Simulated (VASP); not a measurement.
# NaF (P6_3/mmc) in VASP: single point with PBE

Aim: the single point of NaF with PBE.

All numbers are computed with VASP 6.6.1; they aren't measurements. Logs are shortened: lines on timing, memory, paths and dates and some standing lists are left out, and cuts for length are marked.

### Step 1. The cell of the first run

It takes space group P6_3/mmc (No. 194, hexagonal). Conventional cell: a = 3.942 Å, b = 3.942 Å, c = 4.656 Å, α = 90.00°, β = 90.00°, γ = 120.00°. Within 3.0 Å of Na (site symmetry -6m2) lie 5 F at 2.28 to 2.33 Å. Within 3.0 Å of F (site symmetry -6m2) lie 5 Na at 2.28 to 2.33 Å.

### Step 2. Single point, PBE

INCAR reads:

```
SYSTEM = NaF
  PREC = Accurate
  ENCUT = 520
  EDIFF = 1E-6
  ISMEAR = -1
  SIGMA = 0.02
  LREAL = .FALSE.
  LASPH = .TRUE.
  NELM = 100
  ALGO = Normal
  ISIF = 2
  LWAVE = .FALSE.
  LCHARG = .FALSE.
  GGA = PE
  NBANDS = 22
```

KPOINTS reads:

```
regular mesh
0
G
  12 12 4
  0 0 0
```

POSCAR reads:

```
NaF
1.0
    3.9420097754      0.0000000000      0.0000000000
   -1.9710048877      3.4138806075      0.0000000000
    0.0000000000      0.0000000000      4.6556069686
Na F
2 2
Direct
    0.3333333333      0.6666666667     -0.0624980977
    0.6666666667      0.3333333333      0.4375019023
    0.3333333333      0.6666666667      0.4374980977
    0.6666666667      0.3333333333      0.9374980977
```

Potentials or basis: VASP PAW PBE potentials, release 64 (Na_pv, F).

Started as:

```
$ cat potpaw_PBE.64/Na_pv/POTCAR potpaw_PBE.64/F/POTCAR > POTCAR
$ mpirun -np 1 vasp_std > vasp.out
```

OUTCAR:

```text
SYSTEM = NaF
   PREC = Accurate
   ENCUT = 520
   EDIFF = 1E-6
   ISMEAR = -1
   LREAL = .FALSE.
   LASPH = .TRUE.
   NELM = 100
   ISIF = 2
   GGA = PE

 ion  position               nearest neighbor table
   1  0.333  0.667  0.938-   4 2.28   4 2.28   4 2.28   3 2.33   3 2.33
   2  0.667  0.333  0.438-   3 2.28   3 2.28   3 2.28   4 2.33   4 2.33
   3  0.333  0.667  0.437-   2 2.28   2 2.28   2 2.28   1 2.33   1 2.33
   4  0.667  0.333  0.937-   1 2.28   1 2.28   1 2.28   2 2.33   2 2.33

  LATTYP: Found a hexagonal cell.
 ALAT       =     3.9420097754
 C/A-ratio  =     1.1810236995

  Lattice vectors:

 A1 = (   3.9420097754,   0.0000000000,   0.0000000000)
 A2 = (  -1.9710048877,   3.4138806075,   0.0000000000)
 A3 = (   0.0000000000,   0.0000000000,   4.6556069686)

Analysis of symmetry for initial positions (statically):
=====================================================================
 Subroutine PRICEL returns:
 Original cell was already a primitive cell.

 Routine SETGRP: Setting up the symmetry group for a
 hexagonal supercell.

 Subroutine GETGRP returns: Found 24 space group operations
 (whereof  6 operations were pure point group operations)
 out of a pool of 24 trial point group operations.

The static configuration has the point symmetry C_3v.
 The point group associated with its full space group is D_6h.

Analysis of symmetry for dynamics (positions and initial velocities):
=====================================================================
 Subroutine PRICEL returns:
 Original cell was already a primitive cell.

 Routine SETGRP: Setting up the symmetry group for a
 hexagonal supercell.

 Subroutine GETGRP returns: Found 24 space group operations
 (whereof  6 operations were pure point group operations)
 out of a pool of 24 trial point group operations.

The dynamic configuration has the point symmetry C_3v.
 The point group associated with its full space group is D_6h.

 Subroutine INISYM returns: Found 24 space group operations
 (whereof  6 operations are pure point group operations),
 and found     1 'primitive' translations

----------------------------------------------------------------------------------------

                                     Primitive cell

  volume of cell :      62.6531

  direct lattice vectors                    reciprocal lattice vectors
     3.942009775  0.000000000  0.000000000     0.253677707  0.146460892  0.000000000
    -1.971004888  3.413880607  0.000000000     0.000000000  0.292921785  0.000000000
     0.000000000  0.000000000  4.655606969     0.000000000  0.000000000  0.214794764

  length of vectors
     3.942009775  3.942009775  4.655606969     0.292921785  0.292921785  0.214794764

  position of ions in fractional coordinates (direct lattice)
     0.333333333  0.666666667  0.937501902
     0.666666667  0.333333333  0.437501902
     0.333333333  0.666666667  0.437498098
     0.666666667  0.333333333  0.937498098

  ion indices of the primitive-cell ions
   primitive index   ion index
                 1           1
                 2           2
                 3           3
                 4           4

----------------------------------------------------------------------------------------

 KPOINTS: regular mesh

Automatic generation of k-mesh.
 Grid dimensions read from file:
 generate k-points for:   12   12    4

 Generating k-lattice:

  Cartesian coordinates                     Fractional coordinates (reciprocal lattice)
     0.021139809  0.012205074  0.000000000     0.083333333 -0.000000000  0.000000000
     0.000000000  0.024410149  0.000000000     0.000000000  0.083333333  0.000000000
     0.000000000  0.000000000  0.053698691     0.000000000  0.000000000  0.250000000

  Length of vectors
     0.024410149  0.024410149  0.053698691

  Shift w.r.t. Gamma in fractional coordinates (k-lattice)
     0.000000000  0.000000000  0.000000000

 Subroutine IBZKPT returns following result:
 ===========================================

 Found     57 irreducible k-points:

 Following reciprocal coordinates:
            Coordinates               Weight
  0.000000  0.000000  0.000000      1.000000
  0.083333  0.000000  0.000000      6.000000
  0.166667 -0.000000  0.000000      6.000000
  0.250000  0.000000  0.000000      6.000000
  0.333333  0.000000  0.000000      6.000000
  0.416667  0.000000  0.000000      6.000000
[... 16 lines left out ...]
  0.250000  0.000000  0.250000     12.000000
  0.333333  0.000000  0.250000     12.000000
 [... further k-points ...]
   k-points           NKPTS =     57   k-points in BZ     NKDIM =     57   number of bands    NBANDS=     22
   number of dos      NEDOS =    301   number of ions     NIONS =      4
   total plane-waves  NPLWV =  32400
   dimension x,y,z NGX =    30 NGY =   30 NGZ =   36
   dimension x,y,z NGXF=    60 NGYF=   60 NGZF=   72
   ions per type =               2   2
   NGX,Y,Z   is equivalent  to a cutoff of  12.65, 12.65, 12.86 a.u.
   NGXF,Y,Z  is equivalent  to a cutoff of  25.30, 25.30, 25.71 a.u.
 SYSTEM =  NaF
   PREC   = accura    normal or accurate (medium, high low for compatibility)
   ISTART =      0    job   : 0-new  1-cont  2-samecut
   ICHARG =      2    charge: 1-file 2-atom 10-const
   ISPIN  =      1    spin polarized calculation?
   LNONCOLLINEAR =      F non collinear calculations
   LSORBIT =      F    spin-orbit coupling
   LASPH  =      T    aspherical Exc in radial PAW
   ENCUT  =  520.0 eV  38.22 Ry    6.18 a.u.   7.33  7.33  8.66*2*pi/ulx,y,z
   NELM   =    100;   NELMIN=  2; NELMDL= -5     # of ELM steps
   EDIFF  = 0.1E-05   stopping-criterion for ELM
   LREAL  =      F    real-space projection
   EDIFFG = 0.1E-04   stopping-criterion for IOM
   NSW    =      0    number of steps for IOM
   IBRION =     -1    ionic relax: 0-MD 1-quasi-New 2-CG
   NFREE  =      0    steps in history (QN), initial steepest desc. (CG)
   ISIF   =      2    stress and relaxation
   ISYM   =      2    0-nonsym 1-usesym 2-fastsym
   POTIM  = 0.5000    time-step for ionic-motion
   TEBEG  =    0.0;   TEEND  =   0.0 temperature during run
   PSTRESS=    0.0 pullay stress
   NELECT =      28.0000    total number of electrons
   NUPDOWN=      -1.0000    fix difference up-down
   EMIN   =  10.00;   EMAX   =-10.00  energy-range for DOS
   EFERMI =   0.00;   METHOD = LEGACY
   ISMEAR =    -1;   SIGMA  =   0.02  broadening in eV -4-tet -1-fermi 0-gaus
   EFERMI_NEDOS =   21; number of points for ismear=-14 and -15
   IALGO  =     38    algorithm
   IMIX   =      4    mixing-type and parameters
     AMIX     =   0.40;   BMIX     =  1.00
     AMIX_MAG =   1.60;   BMIX_MAG =  1.00
  volume/ion in A,a.u.               =      15.66       105.70
  Fermi-wavevector in a.u.,A,eV,Ry     =   1.251642  2.365260 21.314985  1.566607
  Thomas-Fermi vector in A             =   2.385580
   LORBIT       =      0    0 simple, 1 ext, 2 COOP (PROOUT), +10 PAW based schemes
   GGA     = PE    functional components
   LHFCALC =     F    Hartree Fock is set to
   AEXX    =    0.0000 exact exchange contribution
   IVDW    =     0    specifies the selected vdW correction
   LEPSILON=     F    determine dielectric tensor
   LRPA    =     F    only Hartree local field effects (RPA)
 non-spin polarized calculation
  energy-cutoff  :      520.00
  volume of cell :       62.65
 maximum number of plane-waves:      1709
 NGX is ok and might be reduce to    30
   NGX = 15   NGY = 15   NGZ = 17

 number of electron      28.0000009 magnetization

 Free energy of the ion-electron system (eV)
  ---------------------------------------------------
  ext. energy  EPLUGINS =         0.00000000
  ---------------------------------------------------
  free energy    TOTEN  =       -16.99593018 eV

  energy without entropy =      -16.99593018  energy(sigma->0) =      -16.99593018

 E-fermi :  -2.5601     XC(G=0):  -7.8990

 val. band max:       -3.0061422207   @ k =   0.0000   0.0000   0.0000
 cond. band min:       2.4775058441   @ k =   0.0000   0.0000   0.0000
 fundamental gap:      5.4836480649
 Fermi energy:        -2.5601016772

 k-point     1 :       0.0000    0.0000    0.0000
  band No.  band energies     occupation
      1     -22.2569      2.00000
      2     -22.2219      2.00000
      3     -22.2219      2.00000
      4     -22.1812      2.00000
      5     -22.1812      2.00000
      6     -22.1446      2.00000
[... 14 lines left out ...]
     21      14.5380      0.00000
     22      14.8765      0.00000

 k-point     2 :       0.0833    0.0000    0.0000
  band No.  band energies     occupation
      1     -22.2655      2.00000
      2     -22.2614      2.00000
      3     -22.2550      2.00000
      4     -22.2230      2.00000
      5     -22.1810      2.00000
      6     -22.1461      2.00000
[... 14 lines left out ...]
     21      14.6862      0.00000
     22      14.8436      0.00000

 k-point     3 :       0.1667   -0.0000    0.0000
  band No.  band energies     occupation
      1     -22.3762      2.00000
      2     -22.3531      2.00000
      3     -22.2496      2.00000
      4     -22.2259      2.00000
      5     -22.1806      2.00000
      6     -22.1506      2.00000
[... 14 lines left out ...]
     21      14.0366      0.00000
     22      14.3083      0.00000
[... 476 lines left out ...]
 k-point    23 :       0.2500    0.0000    0.2500
  band No.  band energies     occupation
      1     -22.5815      2.00000
      2     -22.5692      2.00000
      3     -22.2224      2.00000
      4     -22.2023      2.00000
      5     -22.1874      2.00000
      6     -22.1579      2.00000
[... 14 lines left out ...]
     21      13.3114      0.00000
     22      13.8478      0.00000

 k-point    24 :       0.3333    0.0000    0.2500
  band No.  band energies     occupation
      1     -22.6416      2.00000
      2     -22.6302      2.00000
      3     -22.2255      2.00000
      4     -22.1952      2.00000
      5     -22.1878      2.00000
      6     -22.1573      2.00000
[... 14 lines left out ...]
     21      13.0288      0.00000
     22      13.5691      0.00000

 [... further k-points ...]

------------------------ aborting loop because EDIFF is reached ----------------------------------------

  FORCE on cell =-STRESS in cart. coord.  units (eV):
  Direction    XX          YY          ZZ          XY          YZ          ZX
  --------------------------------------------------------------------------------------
  -------------------------------------------------------------------------------------
  Total       -0.0169336     -0.0169336     -0.0264514      0.0000000     -0.0000000     -0.0000000
  in kB       -0.4330284     -0.4330284     -0.6764205      0.0000000     -0.0000000     -0.0000000
  external PRESSURE =      -0.5141591 kB  Pullay stress =       0.0000000 kB

 VOLUME and BASIS-vectors are now :
 -----------------------------------------------------------------------------
  energy-cutoff  :      520.00
  volume of cell :       62.65
      direct lattice vectors                 reciprocal lattice vectors
     3.942009775  0.000000000  0.000000000     0.253677707  0.146460892  0.000000000
    -1.971004888  3.413880607  0.000000000     0.000000000  0.292921785  0.000000000
     0.000000000  0.000000000  4.655606969     0.000000000  0.000000000  0.214794764

 POSITION                                       TOTAL-FORCE (eV/Angst)
 -----------------------------------------------------------------------------------
     -0.00000      2.27592      4.36464        -0.000000      0.000000     -0.000000
      1.97100      1.13796      2.03684         0.000000      0.000000     -0.000000
     -0.00000      2.27592      2.03682        -0.000000      0.000000      0.000000
      1.97100      1.13796      4.36462         0.000000     -0.000000     -0.000000
 -----------------------------------------------------------------------------------
    total drift:                               -0.000000      0.000000      0.064613

  FREE ENERGIE OF THE ION-ELECTRON SYSTEM (eV)
  ---------------------------------------------------
  free  energy   TOTEN  =       -16.9959301845 eV

  energy  without entropy=      -16.9959301845  energy(sigma->0) =      -16.99593018
```

Wall time 1.8 min (1 thread of Intel Xeon Platinum 8259CL at 2.50GHz (Skylake/Cascade Lake), shared host); peak memory 0.2 GiB.

What came out:

| Item | Value |
| --- | --- |
| Free energy | -16.9959 eV |
| Pressure | -0.1 GPa |
| Band gap on the k mesh | 5.48 eV |

Levels at points of the mesh, in eV from the valence-band top:
```
           k point  band 10  band 11  band 12  band 13  band 14  band 15  band 16  band 17  band 18  band 19
(0.00, 0.00, 0.00)    -0.55    -0.55    -0.26    -0.26     0.00     5.48    12.39    12.53    15.11    15.11
(0.50, 0.00, 0.00)    -0.69    -0.66    -0.57    -0.33    -0.16     8.62     9.94    12.63    14.54    14.85
(0.00, 0.00, 0.50)    -0.76    -0.41    -0.41    -0.41    -0.41     7.70     7.70    16.00    16.00    16.00
(0.50, 0.00, 0.50)    -1.19    -0.44    -0.44    -0.23    -0.23     9.66     9.66    11.92    11.92    15.39
```

A k mesh can miss the band edges.
